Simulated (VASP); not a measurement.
# Al in VASP: further runs

Al is run at these levels: PBE; tasks: single point.

Everything below comes from runs of VASP 6.6.1. Logs are shortened: lines on timing, memory, paths and dates and some standing lists are left out, and cuts for length are marked.

**1. The cell of the first run**

The cell holds a slab with vacuum, 46 atoms: a = 8.570 Å, b = 8.570 Å, c = 20.080 Å, α = 90.00°, β = 90.00°, γ = 90.00°.

**2. Single point, PBE**

INCAR

```
  PREC = Accurate
  ENCUT = 520
  EDIFF = 1E-6
  ISMEAR = 0
  SIGMA = 0.1
  LREAL = Auto
  LASPH = T
  NELM = 100
  ALGO = Normal
  ISIF = 2
  LWAVE = F
  LCHARG = F
  GGA = PE
  NBANDS = 98
```

KPOINTS

```
regular mesh
0
Gamma
  4 4 1
```

POSCAR

```
Al
1.0
    8.5701341880      0.0000000000      0.0000000000
    0.0000000000      8.5701341880      0.0000000000
    0.0000000000      0.0000000000     20.0800000000
Al
46
Direct
    0.0000000000      0.0000000000      0.2988047800
    0.3333333300      0.0000000000      0.2988047800
    0.6666666700      0.0000000000      0.2988047800
    0.0000000000      0.3333333300      0.2988047800
    0.3333333300      0.3333333300      0.2988047800
    0.6666666700      0.3333333300      0.2988047800
    0.0000000000      0.6666666700      0.2988047800
    0.3333333300      0.6666666700      0.2988047800
    0.6666666700      0.6666666700      0.2988047800
    0.1666666700      0.1666666700      0.3994023900
    0.5000000000      0.1666666700      0.3994023900
    0.8333333300      0.1666666700      0.3994023900
    0.1666666700      0.5000000000      0.3994023900
    0.5000000000      0.5000000000      0.3994023900
    0.8333333300      0.5000000000      0.3994023900
    0.1666666700      0.8333333300      0.3994023900
    0.5000000000      0.8333333300      0.3994023900
    0.8333333300      0.8333333300      0.3994023900
    0.0000000000      0.0000000000      0.5000000000
    0.3333333300      0.0000000000      0.5000000000
    0.6666666700      0.0000000000      0.5000000000
    0.0000000000      0.3333333300      0.5000000000
    0.3333333300      0.3333333300      0.5000000000
    0.6666666700      0.3333333300      0.5000000000
    0.0000000000      0.6666666700      0.5000000000
    0.3333333300      0.6666666700      0.5000000000
    0.6666666700      0.6666666700      0.5000000000
    0.1666666700      0.1666666700      0.6005976100
    0.5000000000      0.1666666700      0.6005976100
    0.8333333300      0.1666666700      0.6005976100
    0.1666666700      0.5000000000      0.6005976100
    0.5000000000      0.5000000000      0.6005976100
    0.8333333300      0.5000000000      0.6005976100
    0.1666666700      0.8333333300      0.6005976100
    0.5000000000      0.8333333300      0.6005976100
    0.8333333300      0.8333333300      0.6005976100
    0.0000000000      0.0000000000      0.7011952200
    0.3333333300      0.0000000000      0.7011952200
    0.6666666700      0.0000000000      0.7011952200
    0.0000000000      0.3333333300      0.7011952200
    0.3333333300      0.3333333300      0.7011952200
    0.6666666700      0.3333333300      0.7011952200
    0.0000000000      0.6666666700      0.7011952200
    0.3333333300      0.6666666700      0.7011952200
    0.6666666700      0.6666666700      0.7011952200
    0.1690003500      0.1678335100      0.7917330700
```

Potentials or basis: VASP PAW PBE potentials, release 64 (Al).

Started as:

```
cat potpaw_PBE.64/Al/POTCAR > POTCAR
mpirun -np 1 vasp_std > vasp.out
```

OUTCAR:

```text
PREC = Accurate
   ENCUT = 520
   EDIFF = 1E-6
   ISMEAR = 0
   LREAL = Auto
   LASPH = T
   NELM = 100
   ISIF = 2
   GGA = PE

 ion  position               nearest neighbor table
   1  0.000  0.000  0.299-   2 2.86   3 2.86   4 2.86   7 2.86  10 2.86  12 2.86  16 2.86  18 2.86

   2  0.333  0.000  0.299-   1 2.86   5 2.86   8 2.86  10 2.86  16 2.86  11 2.86  17 2.86   3 2.86

   3  0.667  0.000  0.299-   1 2.86   6 2.86   9 2.86  12 2.86  18 2.86  17 2.86  11 2.86   2 2.86

   4  0.000  0.333  0.299-   1 2.86   5 2.86   6 2.86  10 2.86  12 2.86  13 2.86  15 2.86   7 2.86

   5  0.333  0.333  0.299-  10 2.86   4 2.86   2 2.86  11 2.86  13 2.86  14 2.86   6 2.86   8 2.86

   6  0.667  0.333  0.299-  12 2.86   4 2.86   3 2.86  11 2.86  15 2.86  14 2.86   5 2.86   9 2.86
[... 73 lines left out ...]
  43  0.000  0.667  0.701-  37 2.86  44 2.86  45 2.86  36 2.86  34 2.86  33 2.86  31 2.86  40 2.86

  44  0.333  0.667  0.701-  34 2.86  38 2.86  43 2.86  31 2.86  35 2.86  32 2.86  41 2.86  45 2.86

  45  0.667  0.667  0.701-  36 2.86  39 2.86  43 2.86  35 2.86  33 2.86  32 2.86  42 2.86  44 2.86

  46  0.169  0.168  0.792-  41 2.70  38 2.71  40 2.72  37 2.73

  LATTYP: Found a simple tetragonal cell.
 ALAT       =     8.5701341880
 C/A-ratio  =     2.3430204895

  Lattice vectors:

 A1 = (   8.5701341880,   0.0000000000,   0.0000000000)
 A2 = (   0.0000000000,   8.5701341880,   0.0000000000)
 A3 = (   0.0000000000,   0.0000000000,  20.0800000000)

Analysis of symmetry for initial positions (statically):
=====================================================================
 Subroutine PRICEL returns:
 Original cell was already a primitive cell.

 Routine SETGRP: Setting up the symmetry group for a
 simple tetragonal supercell.

 Subroutine GETGRP returns: Found  1 space group operations
 (whereof  1 operations were pure point group operations)
 out of a pool of 16 trial point group operations.

The static configuration has the point symmetry C_1 .

Analysis of symmetry for dynamics (positions and initial velocities):
=====================================================================
 Subroutine PRICEL returns:
 Original cell was already a primitive cell.

 Routine SETGRP: Setting up the symmetry group for a
 simple tetragonal supercell.

 Subroutine GETGRP returns: Found  1 space group operations
 (whereof  1 operations were pure point group operations)
 out of a pool of 16 trial point group operations.

The dynamic configuration has the point symmetry C_1 .

 Subroutine INISYM returns: Found  1 space group operations
 (whereof  1 operations are pure point group operations),
 and found     1 'primitive' translations

----------------------------------------------------------------------------------------

                                     Primitive cell

  volume of cell :    1474.8198

  direct lattice vectors                    reciprocal lattice vectors
     8.570134188  0.000000000  0.000000000     0.116684287  0.000000000  0.000000000
     0.000000000  8.570134188  0.000000000     0.000000000  0.116684287  0.000000000
     0.000000000  0.000000000 20.080000000     0.000000000  0.000000000  0.049800797

  length of vectors
     8.570134188  8.570134188 20.080000000     0.116684287  0.116684287  0.049800797

  position of ions in fractional coordinates (direct lattice)
     0.000000000  0.000000000  0.298804780
     0.333333330  0.000000000  0.298804780
     0.666666670  0.000000000  0.298804780
     0.000000000  0.333333330  0.298804780
     0.333333330  0.333333330  0.298804780
     0.666666670  0.333333330  0.298804780
[... 38 lines left out ...]
     0.666666670  0.666666670  0.701195220
     0.169000350  0.167833510  0.791733070

  ion indices of the primitive-cell ions
   primitive index   ion index
                 1           1
                 2           2
                 3           3
                 4           4
                 5           5
                 6           6
[... 38 lines left out ...]
                45          45
                46          46

----------------------------------------------------------------------------------------

 KPOINTS: regular mesh

Automatic generation of k-mesh.
 Grid dimensions read from file:
 generate k-points for:    4    4    1

 Generating k-lattice:

  Cartesian coordinates                     Fractional coordinates (reciprocal lattice)
     0.029171072  0.000000000  0.000000000     0.250000000  0.000000000  0.000000000
     0.000000000  0.029171072  0.000000000     0.000000000  0.250000000  0.000000000
     0.000000000  0.000000000  0.049800797     0.000000000  0.000000000  1.000000000

  Length of vectors
     0.029171072  0.029171072  0.049800797

  Shift w.r.t. Gamma in fractional coordinates (k-lattice)
     0.000000000  0.000000000  0.000000000

 Subroutine IBZKPT returns following result:
 ===========================================

 Found     10 irreducible k-points:

 Following reciprocal coordinates:
            Coordinates               Weight
  0.000000  0.000000  0.000000      1.000000
  0.250000  0.000000  0.000000      2.000000
  0.000000  0.250000  0.000000      2.000000
  0.500000  0.000000  0.000000      1.000000
  0.000000  0.500000  0.000000      1.000000
  0.250000  0.250000  0.000000      2.000000
 -0.250000  0.250000  0.000000      2.000000
  0.500000  0.250000  0.000000      2.000000
 -0.250000  0.500000  0.000000      2.000000
  0.500000  0.500000  0.000000      1.000000
   k-points           NKPTS =     10   k-points in BZ     NKDIM =     10   number of bands    NBANDS=     98
   number of dos      NEDOS =    301   number of ions     NIONS =     46
   total plane-waves  NPLWV = 614400
   dimension x,y,z NGX =    64 NGY =   64 NGZ =  150
   dimension x,y,z NGXF=   128 NGYF=  128 NGZF=  300
   ions per type =              46
   NGX,Y,Z   is equivalent  to a cutoff of  12.41, 12.41, 12.42 a.u.
   NGXF,Y,Z  is equivalent  to a cutoff of  24.83, 24.83, 24.84 a.u.
 SYSTEM =  unknown system
   PREC   = accura    normal or accurate (medium, high low for compatibility)
   ISTART =      0    job   : 0-new  1-cont  2-samecut
   ICHARG =      2    charge: 1-file 2-atom 10-const
   ISPIN  =      1    spin polarized calculation?
   LNONCOLLINEAR =      F non collinear calculations
   LSORBIT =      F    spin-orbit coupling
   LASPH  =      T    aspherical Exc in radial PAW
   ENCUT  =  520.0 eV  38.22 Ry    6.18 a.u.  15.93 15.93 37.34*2*pi/ulx,y,z
   NELM   =    100;   NELMIN=  2; NELMDL= -5     # of ELM steps
   EDIFF  = 0.1E-05   stopping-criterion for ELM
   LREAL  =      T    real-space projection
   EDIFFG = 0.1E-04   stopping-criterion for IOM
   NSW    =      0    number of steps for IOM
   IBRION =     -1    ionic relax: 0-MD 1-quasi-New 2-CG
   NFREE  =      0    steps in history (QN), initial steepest desc. (CG)
   ISIF   =      2    stress and relaxation
   ISYM   =      2    0-nonsym 1-usesym 2-fastsym
   POTIM  = 0.5000    time-step for ionic-motion
   TEBEG  =    0.0;   TEEND  =   0.0 temperature during run
   PSTRESS=    0.0 pullay stress
   NELECT =     138.0000    total number of electrons
   NUPDOWN=      -1.0000    fix difference up-down
   EMIN   =  10.00;   EMAX   =-10.00  energy-range for DOS
   EFERMI =   0.00;   METHOD = LEGACY
   ISMEAR =     0;   SIGMA  =   0.10  broadening in eV -4-tet -1-fermi 0-gaus
   EFERMI_NEDOS =   21; number of points for ismear=-14 and -15
   IALGO  =     38    algorithm
   IMIX   =      4    mixing-type and parameters
     AMIX     =   0.40;   BMIX     =  1.00
     AMIX_MAG =   1.60;   BMIX_MAG =  1.00
  volume/ion in A,a.u.               =      32.06       216.36
  Fermi-wavevector in a.u.,A,eV,Ry     =   0.743227  1.404496  7.515675  0.552387
  Thomas-Fermi vector in A             =   1.838293
   LORBIT       =      0    0 simple, 1 ext, 2 COOP (PROOUT), +10 PAW based schemes
   GGA     = PE    functional components
   LHFCALC =     F    Hartree Fock is set to
   AEXX    =    0.0000 exact exchange contribution
   IVDW    =     0    specifies the selected vdW correction
   LEPSILON=     F    determine dielectric tensor
   LRPA    =     F    only Hartree local field effects (RPA)
 non-spin polarized calculation
 Gauss-broadening in eV      SIGMA  =   0.10
  energy-cutoff  :      520.00
  volume of cell :     1474.82
 maximum number of plane-waves:     39747
   NGX = 31   NGY = 31   NGZ = 75

 number of electron     138.0000000 magnetization

 Free energy of the ion-electron system (eV)
  ---------------------------------------------------
  ext. energy  EPLUGINS =         0.00000000
  ---------------------------------------------------
  free energy    TOTEN  =      -163.04733422 eV

  energy without entropy =     -162.88476846  energy(sigma->0) =     -162.96605134

 E-fermi :   2.0162     XC(G=0):  -6.2443

 val. band max:        2.0060348792   @ k =   0.2500   0.2500   0.0000
 cond. band min:       2.0268050059   @ k =   0.0000   0.0000   0.0000
 fundamental gap:      0.0207701267
 Fermi energy:         2.0162418615

 k-point     1 :       0.0000    0.0000    0.0000
  band No.  band energies     occupation
      1      -8.7126      2.00000
      2      -7.8332      2.00000
      3      -6.7451      2.00000
      4      -6.7075      2.00000
      5      -6.7075      2.00000
      6      -6.7060      2.00000
[... 829 lines left out ...]
     80       3.2641      0.00000
     81       3.3819      0.00000
 [bands above 81 left out]

------------------------ aborting loop because EDIFF is reached ----------------------------------------

  FORCE on cell =-STRESS in cart. coord.  units (eV):
  Direction    XX          YY          ZZ          XY          YZ          ZX
  --------------------------------------------------------------------------------------
  -------------------------------------------------------------------------------------
  Total      -12.2041944    -12.2012984      5.5730335      0.0013633     -0.0554176     -0.1085773
  in kB      -13.2580834    -13.2549373      6.0542909      0.0014811     -0.0602031     -0.1179534
  external PRESSURE =      -6.8195766 kB  Pullay stress =       0.0000000 kB

 VOLUME and BASIS-vectors are now :
 -----------------------------------------------------------------------------
  energy-cutoff  :      520.00
  volume of cell :     1474.82
      direct lattice vectors                 reciprocal lattice vectors
     8.570134188  0.000000000  0.000000000     0.116684287  0.000000000  0.000000000
     0.000000000  8.570134188  0.000000000     0.000000000  0.116684287  0.000000000
     0.000000000  0.000000000 20.080000000     0.000000000  0.000000000  0.049800797

 POSITION                                       TOTAL-FORCE (eV/Angst)
 -----------------------------------------------------------------------------------
      0.00000      0.00000      6.00000         0.009177      0.009185     -0.152269
      2.85671      0.00000      6.00000        -0.009343      0.008495     -0.145559
      5.71342      0.00000      6.00000         0.000685      0.041238     -0.135466
      0.00000      2.85671      6.00000         0.008830     -0.009668     -0.145985
      2.85671      2.85671      6.00000        -0.010138     -0.010119     -0.147125
      5.71342      2.85671      6.00000         0.001817     -0.042472     -0.138018
[... 38 lines left out ...]
      5.71342      5.71342     14.08000         0.001056      0.001519      0.130149
      1.44836      1.43836     15.89800        -0.053324     -0.027101      0.044203
 -----------------------------------------------------------------------------------
    total drift:                                0.002096      0.000817      0.001457

  FREE ENERGIE OF THE ION-ELECTRON SYSTEM (eV)
  ---------------------------------------------------
  free  energy   TOTEN  =      -163.0473342212 eV

  energy  without entropy=     -162.8847684572  energy(sigma->0) =     -162.96605134
```

Wall time 35 min (1 thread of AMD EPYC 9R45 (Zen 5), shared host); peak memory 1.6 GiB.

Results:

| Quantity | Value |
| --- | --- |
| Free energy | -163.0473 eV |
| Largest force | 0.323 eV/Å |
| Band gap on the k mesh | zero (band 69 reaches 2.14 eV, above the bottom of band 70 at 1.84 eV) |

Forces on the atoms (eV/Å):
```
Al   0.009  0.009 -0.152
Al  -0.009  0.008 -0.146
Al   0.001  0.041 -0.135
Al   0.009 -0.010 -0.146
Al  -0.010 -0.010 -0.147
Al   0.002 -0.042 -0.138
Al   0.042  0.001 -0.135
Al  -0.042  0.002 -0.138
Al   0.001  0.001 -0.068
Al   0.002  0.002  0.112
Al  -0.021  0.002  0.109
Al   0.019  0.002  0.107
Al   0.002 -0.021  0.109
Al  -0.041 -0.041  0.117
Al   0.039 -0.040  0.114
Al   0.002  0.019  0.107
Al  -0.040  0.040  0.115
Al   0.039  0.038  0.112
Al  -0.055 -0.054 -0.027
Al   0.055 -0.055 -0.027
Al  -0.002  0.004  0.017
Al  -0.055  0.054 -0.027
Al   0.055  0.055 -0.027
Al  -0.001 -0.004  0.018
Al   0.004 -0.001  0.017
Al  -0.004  0.000  0.018
Al   0.000  0.000  0.004
Al  -0.001  0.000 -0.030
Al   0.003  0.002 -0.088
Al   0.001  0.002 -0.082
Al   0.001  0.001 -0.087
Al  -0.035 -0.035 -0.123
Al   0.032 -0.035 -0.122
Al   0.001  0.000 -0.083
Al  -0.035  0.033 -0.121
Al   0.032  0.032 -0.120
Al  -0.177 -0.175  0.153
Al   0.201 -0.206  0.116
Al   0.003 -0.011  0.104
Al  -0.192  0.187  0.131
Al   0.216  0.218  0.101
Al   0.004  0.010  0.105
Al  -0.011  0.002  0.104
Al   0.010  0.003  0.105
Al   0.001  0.002  0.130
Al  -0.053 -0.027  0.044
```

Levels at points of the mesh, in eV from the Fermi level:
| k point | band 67 | band 68 | band 69 | band 70 | band 71 | band 72 |
| --- | --- | --- | --- | --- | --- | --- |
| (0.00, 0.00, 0.00) | -0.34 | -0.29 | -0.29 | -0.17 | 0.01 | 0.01 |
| (0.50, 0.00, 0.00) | -0.12 | -0.06 | -0.04 | -0.04 | 0.08 | 0.26 |
| (0.00, 0.50, 0.00) | -0.12 | -0.06 | -0.04 | -0.04 | 0.08 | 0.26 |
| (0.50, 0.50, 0.00) | -0.07 | 0.13 | 0.13 | 0.53 | 0.59 | 0.89 |

[end of part 1 of 2]
